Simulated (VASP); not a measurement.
# PtW12 in VASP: single point with LDA

Aim: the single point of PtW12 with LDA.

Everything below comes from runs of VASP 6.6.1. Logs are shortened: lines on timing, memory, paths and dates and some standing lists are left out, and cuts for length are marked.

**1. The cell of the first run**

The cell holds a slab with vacuum, 13 atoms: a = 5.432 Å, b = 5.432 Å, c = 19.790 Å, α = 90.00°, β = 90.00°, γ = 109.47°.

**2. Single point, LDA**

INCAR reads:

```
PREC = Accurate ; ENCUT = 520
EDIFF = 1E-7 ; ISMEAR = 0
SIGMA = 0.1 ; LREAL = False
LASPH = True ; NELM = 80
ALGO = Normal ; ISIF = 2
LWAVE = False ; LCHARG = False
LDIPOL = True ; IDIPOL = 3
DIPOL = 0.5 0.5 0.327 ; GGA = CA
NBANDS = 101
```

KPOINTS reads:

```
regular mesh
0
Gamma
  5 5 1
```

POSCAR reads:

```
PtW12
1.0
    5.4319816376      0.0000000000      0.0000000000
   -1.8106605459      5.1213214017      0.0000000000
    0.0000000000      0.0000000000     19.7903917603
W Pt
12 1
Direct
    0.2500000000      0.2500000000      0.2021182829
    0.2500000000      0.7500000000      0.2021182829
    0.7500000000      0.2500000000      0.2021182829
    0.7500000000      0.7500000000      0.2021182829
    0.0000000000      0.0000000000      0.3105119034
    0.0000000000      0.5000000000      0.3105119034
    0.5000000000      0.0000000000      0.3105119034
    0.5000000000      0.5000000000      0.3105119034
    0.2500000000      0.2500000000      0.4189099367
    0.2500000000      0.7500000000      0.4189099367
    0.7500000000      0.2500000000      0.4189099367
    0.7500000000      0.7500000000      0.4189099367
    0.3333333333      0.4166666667      0.5256849818
```

Potentials or basis: VASP PAW LDA potentials, release 64 (W_sv, Pt).

The run is started by

```console
> cat potpaw_LDA.64/W_sv/POTCAR potpaw_LDA.64/Pt/POTCAR > POTCAR
> mpirun -np 1 vasp_std > vasp.out
```

OUTCAR:

```text
PREC = Accurate
   ENCUT = 520
   EDIFF = 1E-7
   ISMEAR = 0
   LREAL = False
   LASPH = True
   NELM = 80
   ISIF = 2
   GGA = CA

 ion  position               nearest neighbor table
   1  0.250  0.250  0.202-   5 2.66   8 2.66   3 2.72   3 2.72   2 2.72   2 2.72   7 3.09   6 3.09
                             4 3.14   4 3.14
   2  0.250  0.750  0.202-   6 2.66   7 2.66   4 2.72   4 2.72   1 2.72   1 2.72   5 3.09   8 3.09
                             3 3.14   3 3.14
   3  0.750  0.250  0.202-   6 2.66   7 2.66   1 2.72   1 2.72   4 2.72   4 2.72   5 3.09   8 3.09
                             2 3.14   2 3.14
   4  0.750  0.750  0.202-   5 2.66   8 2.66   2 2.72   2 2.72   3 2.72   3 2.72   7 3.09   6 3.09
                             1 3.14   1 3.14
   5  0.000  0.000  0.311-   1 2.66   4 2.66   9 2.66  12 2.66   7 2.72   7 2.72   6 2.72   6 2.72
                             3 3.09   2 3.09  11 3.09  10 3.09   8 3.14   8 3.14
   6  0.000  0.500  0.311-   2 2.66   3 2.66  10 2.66  11 2.66   8 2.72   8 2.72   5 2.72   5 2.72
                             1 3.09   4 3.09   9 3.09  12 3.09   7 3.14   7 3.14
   7  0.500  0.000  0.311-   2 2.66   3 2.66  10 2.66  11 2.66   5 2.72   5 2.72   8 2.72   8 2.72
                             1 3.09   4 3.09   9 3.09  12 3.09   6 3.14   6 3.14
   8  0.500  0.500  0.311-   1 2.66   4 2.66   9 2.66  12 2.66   6 2.72   6 2.72   7 2.72   7 2.72
                             3 3.09   2 3.09  11 3.09  10 3.09   5 3.14   5 3.14
   9  0.250  0.250  0.419-  13 2.28   8 2.66   5 2.66  11 2.72  11 2.72  10 2.72  10 2.72   6 3.09
                             7 3.09  12 3.14  12 3.14
  10  0.250  0.750  0.419-   6 2.66   7 2.66  12 2.72  12 2.72   9 2.72   9 2.72  13 2.91   8 3.09
                             5 3.09  11 3.14  11 3.14
  11  0.750  0.250  0.419-   6 2.66   7 2.66   9 2.72   9 2.72  12 2.72  12 2.72   5 3.09   8 3.09
                            10 3.14  10 3.14  13 3.43
  12  0.750  0.750  0.419-   5 2.66   8 2.66  10 2.72  10 2.72  11 2.72  11 2.72   7 3.09   6 3.09
                             9 3.14   9 3.14  13 3.18
  13  0.333  0.417  0.526-   9 2.28  10 2.91  12 3.18  11 3.43

  LATTYP: Found a base centered orthorhombic cell.
 ALAT       =     6.2723121214
 B/A-ratio  =     1.4142135624
 C/A-ratio  =     3.1551988130

  Lattice vectors:

 A1 = (   5.4319816376,   0.0000000000,   0.0000000000)
 A2 = (  -1.8106605459,   5.1213214017,   0.0000000000)
 A3 = (   0.0000000000,   0.0000000000,  19.7903917603)

Analysis of symmetry for initial positions (statically):
=====================================================================
 Subroutine PRICEL returns:
 Original cell was already a primitive cell.

 Routine SETGRP: Setting up the symmetry group for a
 base centered orthorhombic supercell.

 Subroutine GETGRP returns: Found  1 space group operations
 (whereof  1 operations were pure point group operations)
 out of a pool of  8 trial point group operations.

The static configuration has the point symmetry C_1 .

Analysis of symmetry for dynamics (positions and initial velocities):
=====================================================================
 Subroutine PRICEL returns:
 Original cell was already a primitive cell.

 Routine SETGRP: Setting up the symmetry group for a
 base centered orthorhombic supercell.

 Subroutine GETGRP returns: Found  1 space group operations
 (whereof  1 operations were pure point group operations)
 out of a pool of  8 trial point group operations.

The dynamic configuration has the point symmetry C_1 .

 Subroutine INISYM returns: Found  1 space group operations
 (whereof  1 operations are pure point group operations),
 and found     1 'primitive' translations

----------------------------------------------------------------------------------------

                                     Primitive cell

  volume of cell :     550.5474

  direct lattice vectors                    reciprocal lattice vectors
     5.431981638  0.000000000  0.000000000     0.184094879  0.065087369  0.000000000
    -1.810660546  5.121321402  0.000000000     0.000000000  0.195262106  0.000000000
     0.000000000  0.000000000 19.790391760     0.000000000  0.000000000  0.050529571

  length of vectors
     5.431981638  5.431981638 19.790391760     0.195262106  0.195262106  0.050529571

  position of ions in fractional coordinates (direct lattice)
     0.250000000  0.250000000  0.202118283
     0.250000000  0.750000000  0.202118283
[... 57 lines left out ...]
  0.200000  0.000000  0.000000      2.000000
  0.000000  0.200000  0.000000      2.000000
  0.400000  0.000000  0.000000      2.000000
  0.000000  0.400000  0.000000      2.000000
  0.200000  0.200000  0.000000      2.000000
  0.400000  0.200000  0.000000      2.000000
  0.200000  0.400000  0.000000      2.000000
 -0.400000  0.200000  0.000000      2.000000
  0.200000 -0.400000  0.000000      2.000000
 -0.200000  0.200000  0.000000      2.000000
  0.400000  0.400000  0.000000      2.000000
 -0.400000  0.400000  0.000000      2.000000
   k-points           NKPTS =     13   k-points in BZ     NKDIM =     13   number of bands    NBANDS=    101
   number of dos      NEDOS =    301   number of ions     NIONS =     13
   total plane-waves  NPLWV = 240000
   dimension x,y,z NGX =    40 NGY =   40 NGZ =  150
   dimension x,y,z NGXF=    80 NGYF=   80 NGZF=  300
   ions per type =              12   1
   NGX,Y,Z   is equivalent  to a cutoff of  12.24, 12.24, 12.60 a.u.
   NGXF,Y,Z  is equivalent  to a cutoff of  24.48, 24.48, 25.20 a.u.
 SYSTEM =  unknown system
   PREC   = accura    normal or accurate (medium, high low for compatibility)
   ISTART =      0    job   : 0-new  1-cont  2-samecut
   ICHARG =      2    charge: 1-file 2-atom 10-const
   ISPIN  =      1    spin polarized calculation?
   LNONCOLLINEAR =      F non collinear calculations
   LSORBIT =      F    spin-orbit coupling
   LASPH  =      T    aspherical Exc in radial PAW
   ENCUT  =  520.0 eV  38.22 Ry    6.18 a.u.  10.10 10.10 36.80*2*pi/ulx,y,z
   NELM   =     80;   NELMIN=  2; NELMDL= -5     # of ELM steps
   EDIFF  = 0.1E-06   stopping-criterion for ELM
   LREAL  =      F    real-space projection
   EDIFFG = 0.1E-05   stopping-criterion for IOM
   NSW    =      0    number of steps for IOM
   IBRION =     -1    ionic relax: 0-MD 1-quasi-New 2-CG
   NFREE  =      0    steps in history (QN), initial steepest desc. (CG)
   ISIF   =      2    stress and relaxation
   ISYM   =      2    0-nonsym 1-usesym 2-fastsym
   POTIM  = 0.5000    time-step for ionic-motion
   TEBEG  =    0.0;   TEEND  =   0.0 temperature during run
   PSTRESS=    0.0 pullay stress
   NELECT =     178.0000    total number of electrons
   NUPDOWN=      -1.0000    fix difference up-down
   EMIN   =  10.00;   EMAX   =-10.00  energy-range for DOS
   EFERMI =   0.00;   METHOD = LEGACY
   ISMEAR =     0;   SIGMA  =   0.10  broadening in eV -4-tet -1-fermi 0-gaus
   EFERMI_NEDOS =   21; number of points for ismear=-14 and -15
   IALGO  =     38    algorithm
   IMIX   =      4    mixing-type and parameters
     AMIX     =   0.40;   BMIX     =  1.00
     AMIX_MAG =   1.60;   BMIX_MAG =  1.00
  volume/ion in A,a.u.               =      42.35       285.79
  Fermi-wavevector in a.u.,A,eV,Ry     =   1.123613  2.123320 17.177426  1.262505
  Thomas-Fermi vector in A             =   2.260280
   LORBIT       =      0    0 simple, 1 ext, 2 COOP (PROOUT), +10 PAW based schemes
   GGA     = CA    functional components
   LHFCALC =     F    Hartree Fock is set to
   AEXX    =    0.0000 exact exchange contribution
   IVDW    =     0    specifies the selected vdW correction
   LEPSILON=     F    determine dielectric tensor
   LRPA    =     F    only Hartree local field effects (RPA)
 non-spin polarized calculation
 Gauss-broadening in eV      SIGMA  =   0.10
  energy-cutoff  :      520.00
  volume of cell :      550.55
 maximum number of plane-waves:     14876
   NGX = 21   NGY = 21   NGZ = 73

 dipolmoment           0.000000      0.000000      2.858369 electrons x Angstroem

 number of electron     178.0000027 magnetization

 dipolmoment           0.000000      0.000000     -0.080776 electrons x Angstroem

 Free energy of the ion-electron system (eV)
  ---------------------------------------------------
  ext. energy  EPLUGINS =         0.00000000
  ---------------------------------------------------
  free energy    TOTEN  =      -163.05489685 eV

  energy without entropy =     -162.98437897  energy(sigma->0) =     -163.01963791

 E-fermi :   1.1542     XC(G=0):  -6.2562

 val. band max:        1.1490609232   @ k =  -0.2000   0.2000   0.0000
 cond. band min:       1.1639650906   @ k =  -0.2000   0.2000   0.0000
 fundamental gap:      0.0149041674
 Fermi energy:         1.1541978655

 k-point     1 :       0.0000    0.0000    0.0000
  band No.  band energies     occupation
      1     -72.5321      2.00000
      2     -72.4494      2.00000
      3     -72.4111      2.00000
      4     -72.3952      2.00000
      5     -72.3890      2.00000
      6     -72.3674      2.00000
[... 1341 lines left out ...]
    100       2.3408      0.00000
    101       2.4375      0.00000

------------------------ aborting loop because EDIFF is reached ----------------------------------------

 vacuum level on the upper side and lower side of the slab       (xc-potential included)        -0.368         0.217

  FORCE on cell =-STRESS in cart. coord.  units (eV):
  Direction    XX          YY          ZZ          XY          YZ          ZX
  --------------------------------------------------------------------------------------
  -------------------------------------------------------------------------------------
  Total      -12.7557527    -12.4715169      5.3408229     -1.9240136      3.8330744      1.0861465
  in kB      -37.1211958    -36.2940261     15.5426134     -5.5991747     11.1548341      3.1608529
  external PRESSURE =     -19.2908695 kB  Pullay stress =       0.0000000 kB

 VOLUME and BASIS-vectors are now :
 -----------------------------------------------------------------------------
  energy-cutoff  :      520.00
  volume of cell :      550.55
      direct lattice vectors                 reciprocal lattice vectors
     5.431981638  0.000000000  0.000000000     0.184094879  0.065087369  0.000000000
    -1.810660546  5.121321402  0.000000000     0.000000000  0.195262106  0.000000000
     0.000000000  0.000000000 19.790391760     0.000000000  0.000000000  0.050529571

 POSITION                                       TOTAL-FORCE (eV/Angst)
 -----------------------------------------------------------------------------------
      0.90533      1.28033      4.00000        -0.004976     -0.066640     -0.021460
     -0.00000      3.84099      4.00000        -0.007617      0.048287     -0.211162
      3.62132      1.28033      4.00000        -0.029548     -0.000835     -0.229763
      2.71599      3.84099      4.00000         0.072079      0.105797      0.131796
      0.00000      0.00000      6.14515        -0.164927     -0.210468     -0.886628
     -0.90533      2.56066      6.14515         0.080081     -0.096528     -0.059166
      2.71599      0.00000      6.14515        -0.047453      0.014529     -0.211339
      1.81066      2.56066      6.14515         0.014491      0.109419     -0.461130
      0.90533      1.28033      8.29039        -0.252153     -1.746263     -0.730282
     -0.00000      3.84099      8.29039        -0.220977      0.037675      1.209035
      3.62132      1.28033      8.29039        -0.093279      0.029833      0.576344
      2.71599      3.84099      8.29039         0.199146     -0.029140      0.606964
      1.05622      2.13388     10.40351         0.455135      1.804334      0.286791
 -----------------------------------------------------------------------------------
    total drift:                                0.000009      0.000086     -0.000831

  FREE ENERGIE OF THE ION-ELECTRON SYSTEM (eV)
  ---------------------------------------------------
  free  energy   TOTEN  =      -163.0548968458 eV

  energy  without entropy=     -162.9843789659  energy(sigma->0) =     -163.01963791

 vacuum level on the upper side and lower side of the slab         5.678         6.257
```

Run time: 29 min. Hardware: 1 thread of Intel Xeon Platinum 8488C (Sapphire Rapids), shared host; peak memory 0.72 GiB.

Results:

```yaml
Free_energy: -163.0549 eV
Largest_force: 1.910 eV/Å
Band_gap_on_the_k_mesh: zero (bands 89 and 90 overlap by 1.30 eV)
```

Forces in eV/Å, atoms in the order of the input:
```
W   -0.005 -0.067 -0.021
W   -0.008  0.048 -0.211
W   -0.030 -0.001 -0.230
W    0.072  0.106  0.132
W   -0.165 -0.210 -0.887
W    0.080 -0.097 -0.059
W   -0.047  0.015 -0.211
W    0.014  0.109 -0.461
W   -0.252 -1.746 -0.730
W   -0.221  0.038  1.209
W   -0.093  0.030  0.576
W    0.199 -0.029  0.607
Pt   0.455  1.804  0.287
```

Levels at points of the mesh, in eV from the Fermi level:
```tsv
k point	band 86	band 87	band 88	band 89	band 90	band 91	band 92	band 93
(0.00, 0.00, 0.00)	0.19	0.40	0.58	0.88	1.49	1.51	1.54	1.63
```

Caveat: spin-orbit coupling is left out, which moves the levels of the heavy elements.
